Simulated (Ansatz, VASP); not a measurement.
Two plane-wave programs on TeO

```
Te O
1.0
     2.22365   -2.27247    0.00000
     2.22365    2.27247    0.00000
     0.00000    0.00000    4.05042
Te O
1 1
Direct
  0.00000 0.00000 0.00000
  0.00000 0.00000 0.50000
```

Alike in both runs: task single point; functional PBE; k mesh 6 × 6 × 4; occupations gaussian, width 0.1 eV; no spin polarisation.

```csv
,VASP,Ansatz
version,VASP 6.6.1,Ansatz 0.2.0
potentials or method,"VASP PAW PBE potentials, release 64 (Te, O), cutoff 600 eV","scalar-relativistic, plane waves, PAW"
valence electrons in the cell,12,22
```

VASP gave:

```
gap on the k mesh at the Fermi level (eV)                     : none
pressure (GPa)                                                : -0.3
traceless stress, the component that is largest in VASP (GPa) : 0.40
```

What did Ansatz give for the same quantities?

gap on the k mesh at the Fermi level (eV): none; pressure (GPa): 0.0; traceless stress, the component that is largest in VASP (GPa): 0.25.

A gap of «none» marks a metal or a gap that the smearing closes. VASP's potentials hold 12 valence electrons a cell and Ansatz's 22, so a difference there can come from the potentials and not from the codes.

The k mesh is coarse, so the values compare programs but aren't converged. Spin-orbit coupling is off throughout.
